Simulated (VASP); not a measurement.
# Na2PdBr4 (P-42m) in VASP: single point with PBEsol

Aim: the single point of Na2PdBr4 with PBEsol.

Program: VASP 6.6.1. These are calculated values, not measurements. Logs are shortened: lines on timing, memory, paths and dates and some standing lists are left out, and cuts for length are marked.

## 1. The cell of the first run

Symmetry: P-42m, No. 111, tetragonal system. Conventional cell: a = 6.508 Å, b = 6.508 Å, c = 6.294 Å, α = 90.00°, β = 90.00°, γ = 90.00°. Within 3.8 Å of Na (site symmetry 222) lie 4 Br at 2.88 Å and 2 Pd at 3.25 Å. Pd (site symmetry -42m) has 4 Br at 2.50 Å and 4 Na at 3.25 Å within 3.3 Å. Within 3.3 Å of Br (site symmetry m) lie 1 Pd at 2.50 Å and 2 Na at 2.88 Å.

## 2. Single point, PBEsol

INCAR reads:

```
ALGO = Normal
EDIFF = 1E-6
ENCUT = 520
GGA = PS
ISIF = 2
ISMEAR = -1
LASPH = T
LCHARG = T
LELF = T
LREAL = F
LVHAR = T
LWAVE = F
NBANDS = 35
NELM = 60
PREC = Accurate
SIGMA = 0.03
```

KPOINTS reads:

```
k-points
0
Gamma
  4 4 4
```

POSCAR reads:

```
Na2PdBr4
1.0
    6.5075781598      0.0000000000      0.0000000000
    0.0000000000      6.5075781598      0.0000000000
    0.0000000000      0.0000000000      6.2943921809
Na Pd Br
2 1 4
Direct
    0.0000000000      0.5000000000      0.0000000000
    0.5000000000      0.0000000000      0.0000000000
    0.0000000000      0.0000000000      0.0000000000
    0.2014595842      0.7985404158      0.2657187213
    0.7985404158      0.7985404158      0.7342812787
    0.2014595842      0.2014595842      0.7342812787
    0.7985404158      0.2014595842      0.2657187213
```

Potentials or basis: VASP PAW PBE potentials, release 64 (Na_pv, Pd, Br).

Run with:

```console
$ cat potpaw_PBE.64/Na_pv/POTCAR potpaw_PBE.64/Pd/POTCAR potpaw_PBE.64/Br/POTCAR > POTCAR
$ mpirun -np 1 vasp_std > vasp.out
```

OUTCAR:

```text
EDIFF = 1E-6
   ENCUT = 520
   GGA = PS
   ISIF = 2
   ISMEAR = -1
   LASPH = T
   LREAL = F
   NELM = 60
   PREC = Accurate

 ion  position               nearest neighbor table
   1  0.000  0.500  0.000-
   2  0.500  0.000  0.000-
   3  0.000  0.000  0.000-   4 2.50   5 2.50   6 2.50   7 2.50
   4  0.201  0.799  0.266-   3 2.50
   5  0.799  0.799  0.734-   3 2.50
   6  0.201  0.201  0.734-   3 2.50
   7  0.799  0.201  0.266-   3 2.50

  LATTYP: Found a simple tetragonal cell.
 ALAT       =     6.5075781598
 C/A-ratio  =     0.9672403506

  Lattice vectors:

 A1 = (   6.5075781598,   0.0000000000,   0.0000000000)
 A2 = (   0.0000000000,   6.5075781598,   0.0000000000)
 A3 = (   0.0000000000,   0.0000000000,   6.2943921809)

Analysis of symmetry for initial positions (statically):
=====================================================================
 Subroutine PRICEL returns:
 Original cell was already a primitive cell.

 Routine SETGRP: Setting up the symmetry group for a
 simple tetragonal supercell.

 Subroutine GETGRP returns: Found  8 space group operations
 (whereof  8 operations were pure point group operations)
 out of a pool of 16 trial point group operations.

The static configuration has the point symmetry D_2d.

Analysis of symmetry for dynamics (positions and initial velocities):
=====================================================================
 Subroutine PRICEL returns:
 Original cell was already a primitive cell.

 Routine SETGRP: Setting up the symmetry group for a
 simple tetragonal supercell.

 Subroutine GETGRP returns: Found  8 space group operations
 (whereof  8 operations were pure point group operations)
 out of a pool of 16 trial point group operations.

The dynamic configuration has the point symmetry D_2d.

 Subroutine INISYM returns: Found  8 space group operations
 (whereof  8 operations are pure point group operations),
 and found     1 'primitive' translations

----------------------------------------------------------------------------------------

                                     Primitive cell

  volume of cell :     266.5585

  direct lattice vectors                    reciprocal lattice vectors
     6.507578160  0.000000000  0.000000000     0.153666998  0.000000000  0.000000000
     0.000000000  6.507578160  0.000000000     0.000000000  0.153666998  0.000000000
     0.000000000  0.000000000  6.294392181     0.000000000  0.000000000  0.158871575

  length of vectors
     6.507578160  6.507578160  6.294392181     0.153666998  0.153666998  0.158871575

  position of ions in fractional coordinates (direct lattice)
     0.000000000  0.500000000  0.000000000
     0.500000000  0.000000000  0.000000000
     0.000000000  0.000000000  0.000000000
     0.201459584  0.798540416  0.265718721
     0.798540416  0.798540416  0.734281279
     0.201459584  0.201459584  0.734281279
     0.798540416  0.201459584  0.265718721

  ion indices of the primitive-cell ions
   primitive index   ion index
                 1           1
                 2           2
                 3           3
                 4           4
                 5           5
                 6           6
                 7           7

----------------------------------------------------------------------------------------

 KPOINTS: k-points

Automatic generation of k-mesh.
 Grid dimensions read from file:
 generate k-points for:    4    4    4

 Generating k-lattice:

  Cartesian coordinates                     Fractional coordinates (reciprocal lattice)
     0.038416749  0.000000000  0.000000000     0.250000000  0.000000000  0.000000000
     0.000000000  0.038416749  0.000000000     0.000000000  0.250000000  0.000000000
     0.000000000  0.000000000  0.039717894     0.000000000  0.000000000  0.250000000

  Length of vectors
     0.038416749  0.038416749  0.039717894

  Shift w.r.t. Gamma in fractional coordinates (k-lattice)
     0.000000000  0.000000000  0.000000000

 Subroutine IBZKPT returns following result:
 ===========================================

 Found     18 irreducible k-points:

 Following reciprocal coordinates:
            Coordinates               Weight
  0.000000  0.000000  0.000000      1.000000
  0.250000  0.000000  0.000000      4.000000
  0.500000  0.000000  0.000000      2.000000
  0.250000  0.250000  0.000000      4.000000
  0.500000  0.250000  0.000000      4.000000
  0.500000  0.500000  0.000000      1.000000
[... 10 lines left out ...]
  0.500000  0.250000  0.500000      4.000000
  0.500000  0.500000  0.500000      1.000000
   k-points           NKPTS =     18   k-points in BZ     NKDIM =     18   number of bands    NBANDS=     35
   number of dos      NEDOS =    301   number of ions     NIONS =      7
   total plane-waves  NPLWV = 110592
   dimension x,y,z NGX =    48 NGY =   48 NGZ =   48
   dimension x,y,z NGXF=    96 NGYF=   96 NGZF=   96
   ions per type =               2   1   4
   NGX,Y,Z   is equivalent  to a cutoff of  12.26, 12.26, 12.68 a.u.
   NGXF,Y,Z  is equivalent  to a cutoff of  24.52, 24.52, 25.36 a.u.
 SYSTEM =  unknown system
   PREC   = accura    normal or accurate (medium, high low for compatibility)
   ISTART =      0    job   : 0-new  1-cont  2-samecut
   ICHARG =      2    charge: 1-file 2-atom 10-const
   ISPIN  =      1    spin polarized calculation?
   LNONCOLLINEAR =      F non collinear calculations
   LSORBIT =      F    spin-orbit coupling
   LASPH  =      T    aspherical Exc in radial PAW
   ENCUT  =  520.0 eV  38.22 Ry    6.18 a.u.  12.10 12.10 11.70*2*pi/ulx,y,z
   NELM   =     60;   NELMIN=  2; NELMDL= -5     # of ELM steps
   EDIFF  = 0.1E-05   stopping-criterion for ELM
   LREAL  =      F    real-space projection
   EDIFFG = 0.1E-04   stopping-criterion for IOM
   NSW    =      0    number of steps for IOM
   IBRION =     -1    ionic relax: 0-MD 1-quasi-New 2-CG
   NFREE  =      0    steps in history (QN), initial steepest desc. (CG)
   ISIF   =      2    stress and relaxation
   ISYM   =      2    0-nonsym 1-usesym 2-fastsym
   POTIM  = 0.5000    time-step for ionic-motion
   TEBEG  =    0.0;   TEEND  =   0.0 temperature during run
   PSTRESS=    0.0 pullay stress
   NELECT =      52.0000    total number of electrons
   NUPDOWN=      -1.0000    fix difference up-down
   EMIN   =  10.00;   EMAX   =-10.00  energy-range for DOS
   EFERMI =   0.00;   METHOD = LEGACY
   ISMEAR =    -1;   SIGMA  =   0.03  broadening in eV -4-tet -1-fermi 0-gaus
   EFERMI_NEDOS =   21; number of points for ismear=-14 and -15
   IALGO  =     38    algorithm
   IMIX   =      4    mixing-type and parameters
     AMIX     =   0.40;   BMIX     =  1.00
     AMIX_MAG =   1.60;   BMIX_MAG =  1.00
  volume/ion in A,a.u.               =      38.08       256.98
  Fermi-wavevector in a.u.,A,eV,Ry     =   0.949464  1.794226 12.265401  0.901482
  Thomas-Fermi vector in A             =   2.077749
   LORBIT       =      0    0 simple, 1 ext, 2 COOP (PROOUT), +10 PAW based schemes
   GGA     = PS    functional components
   LHFCALC =     F    Hartree Fock is set to
   AEXX    =    0.0000 exact exchange contribution
   IVDW    =     0    specifies the selected vdW correction
   LEPSILON=     F    determine dielectric tensor
   LRPA    =     F    only Hartree local field effects (RPA)
 non-spin polarized calculation
  energy-cutoff  :      520.00
  volume of cell :      266.56
 maximum number of plane-waves:      7200
   NGX = 25   NGY = 25   NGZ = 23

 number of electron      51.9999982 magnetization

 Free energy of the ion-electron system (eV)
  ---------------------------------------------------
  ext. energy  EPLUGINS =         0.00000000
  ---------------------------------------------------
  free energy    TOTEN  =       -21.00768064 eV

  energy without entropy =      -20.94450476  energy(sigma->0) =      -20.97609270

 E-fermi :  -0.8530     XC(G=0):  -6.7493

 val. band max:       -0.8542131418   @ k =   0.5000   0.5000   0.2500
 cond. band min:      -0.8418818622   @ k =   0.5000   0.2500   0.0000
 fundamental gap:      0.0123312796
 Fermi energy:        -0.8529804440

 k-point     1 :       0.0000    0.0000    0.0000
  band No.  band energies     occupation
      1     -23.7154      2.00000
      2     -23.7154      2.00000
      3     -23.7019      2.00000
      4     -23.7012      2.00000
      5     -23.7012      2.00000
      6     -23.7000      2.00000
[... 27 lines left out ...]
     34       5.9957      0.00000
     35       7.3329      0.00000

 k-point     2 :       0.2500    0.0000    0.0000
  band No.  band energies     occupation
      1     -23.7152      2.00000
      2     -23.7152      2.00000
      3     -23.7022      2.00000
      4     -23.7016      2.00000
      5     -23.7011      2.00000
      6     -23.7000      2.00000
[... 27 lines left out ...]
     34       6.2536      0.00000
     35       6.8629      0.00000

 k-point     3 :       0.5000    0.0000    0.0000
  band No.  band energies     occupation
      1     -23.7151      2.00000
      2     -23.7151      2.00000
      3     -23.7024      2.00000
      4     -23.7019      2.00000
      5     -23.7009      2.00000
      6     -23.7000      2.00000
[... 27 lines left out ...]
     34       6.3305      0.00000
     35       6.9004      0.00000

 k-point     4 :       0.2500    0.2500    0.0000
  band No.  band energies     occupation
      1     -23.7160      2.00000
      2     -23.7143      2.00000
      3     -23.7032      2.00000
      4     -23.7012      2.00000
      5     -23.7009      2.00000
      6     -23.6998      2.00000
[... 27 lines left out ...]
     34       6.0527      0.00000
     35       6.7412      0.00000

 k-point     5 :       0.5000    0.2500    0.0000
  band No.  band energies     occupation
      1     -23.7163      2.00000
      2     -23.7139      2.00000
      3     -23.7039      2.00000
      4     -23.7011      2.00000
      5     -23.7009      2.00000
      6     -23.6995      2.00000
[... 410 lines left out ...]
 k-point    16 :       0.2500    0.2500    0.5000
  band No.  band energies     occupation
      1     -23.7160      2.00000
      2     -23.7143      2.00000
      3     -23.7032      2.00000
      4     -23.7013      2.00000
      5     -23.7009      2.00000
      6     -23.6998      2.00000
[... 27 lines left out ...]
     34       5.9819      0.00000
     35       6.6482      0.00000

 k-point    17 :       0.5000    0.2500    0.5000
  band No.  band energies     occupation
      1     -23.7163      2.00000
      2     -23.7139      2.00000
      3     -23.7039      2.00000
      4     -23.7011      2.00000
      5     -23.7010      2.00000
      6     -23.6995      2.00000
[... 27 lines left out ...]
     34       5.9348      0.00000
     35       6.6605      0.00000

 k-point    18 :       0.5000    0.5000    0.5000
  band No.  band energies     occupation
      1     -23.7168      2.00000
      2     -23.7133      2.00000
      3     -23.7047      2.00000
      4     -23.7010      2.00000
      5     -23.7010      2.00000
      6     -23.6991      2.00000
[... 27 lines left out ...]
     34       6.1275      0.00000
     35       6.7013      0.00000

------------------------ aborting loop because EDIFF is reached ----------------------------------------

  FORCE on cell =-STRESS in cart. coord.  units (eV):
  Direction    XX          YY          ZZ          XY          YZ          ZX
  --------------------------------------------------------------------------------------
  -------------------------------------------------------------------------------------
  Total        0.0227249      0.0227249      0.0144357      0.0000000      0.0000000      0.0000000
  in kB        0.1365904      0.1365904      0.0867674      0.0000000      0.0000000      0.0000000
  external PRESSURE =       0.1199828 kB  Pullay stress =       0.0000000 kB

 VOLUME and BASIS-vectors are now :
 -----------------------------------------------------------------------------
  energy-cutoff  :      520.00
  volume of cell :      266.56
      direct lattice vectors                 reciprocal lattice vectors
     6.507578160  0.000000000  0.000000000     0.153666998  0.000000000  0.000000000
     0.000000000  6.507578160  0.000000000     0.000000000  0.153666998  0.000000000
     0.000000000  0.000000000  6.294392181     0.000000000  0.000000000  0.158871575

 POSITION                                       TOTAL-FORCE (eV/Angst)
 -----------------------------------------------------------------------------------
      0.00000      3.25379      0.00000        -0.000000      0.000000      0.000000
      3.25379      0.00000      0.00000        -0.000000      0.000000     -0.000000
      0.00000      0.00000      0.00000         0.000000      0.000000      0.000000
      1.31101      5.19656      1.67254         0.003455     -0.003455      0.003853
      5.19656      5.19656      4.62185        -0.003455     -0.003455     -0.003853
      1.31101      1.31101      4.62185         0.003455      0.003455     -0.003853
      5.19656      1.31101      1.67254        -0.003455      0.003455      0.003853
 -----------------------------------------------------------------------------------
    total drift:                               -0.000000     -0.000000      0.000000

  FREE ENERGIE OF THE ION-ELECTRON SYSTEM (eV)
  ---------------------------------------------------
  free  energy   TOTEN  =       -21.0076806416 eV

  energy  without entropy=      -20.9445047605  energy(sigma->0) =      -20.97609270
```

Run time: 78 s. Hardware: 1 thread of Intel Xeon 6975P-C (Granite Rapids), shared host; peak memory 0.41 GiB.

What came out:

```yaml
Free_energy: -21.0077 eV
Pressure: 0.0 GPa
Largest_force: 0.006 eV/Å
Band_gap_on_the_k_mesh: zero (bands 26 and 27 overlap by 0.13 eV)
```

Forces on the atoms (eV/Å):
```
Na   0.000  0.000  0.000
Na   0.000  0.000  0.000
Pd   0.000  0.000  0.000
Br   0.003 -0.003  0.004
Br  -0.003 -0.003 -0.004
Br   0.003  0.003 -0.004
Br  -0.003  0.003  0.004
```

Caveat: the PAW data sets were made with another functional, which shifts forces and pressure a little.
